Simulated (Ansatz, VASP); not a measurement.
CoSi2 in VASP and in Ansatz

```xyz
3
Lattice="0.0000 2.7402 2.7402 2.6799 0.0603 2.6799 2.6799 2.6799 0.0603" Properties=species:S:1:pos:R:3 pbc="T T T"
Co    0.0000    0.0000    0.0000
Si    1.3400    1.3701    1.3701
Si    4.0199    4.1104    4.1104
```

Change from the starting cell: strain +0.0450 x Voigt [0, 0, 0, 1, 0, 0], atoms carried along.

Alike in both runs: task single point; functional PBE; k mesh 16 × 16 × 16; occupations gaussian, width 0.15 eV; no spin polarisation.

|  | VASP | Ansatz |
| --- | --- | --- |
| version | VASP 6.6.1 | Ansatz 0.2.0 |
| potentials or method | VASP PAW PBE potentials, release 64 (Co, Si), cutoff 520 eV | scalar-relativistic, plane waves, PAW |
| valence electrons in the cell | 17 | 25 |

Ansatz gave:

| Item | Value |
| --- | --- |
| gap on the k mesh at the Fermi level (eV) | none |
| pressure (GPa) | 0.4 |
| traceless stress, the component that is largest in VASP (GPa) | -6.71 |
| rms of the force components (eV/Å) | 0.192 |

Task: Estimate VASP's values.

Result: gap on the k mesh at the Fermi level (eV): none; pressure (GPa): 0.2; traceless stress, the component that is largest in VASP (GPa): -6.70; rms of the force components (eV/Å): 0.193.

Atom by atom the forces differ by 0.000 eV/Å (rms over components). A gap of «none» marks a metal or a gap that the smearing closes. The functional is the same, so the differences come from potentials, cutoffs and numerics. VASP's potentials hold 17 valence electrons a cell and Ansatz's 25, so a difference there can come from the potentials and not from the codes.
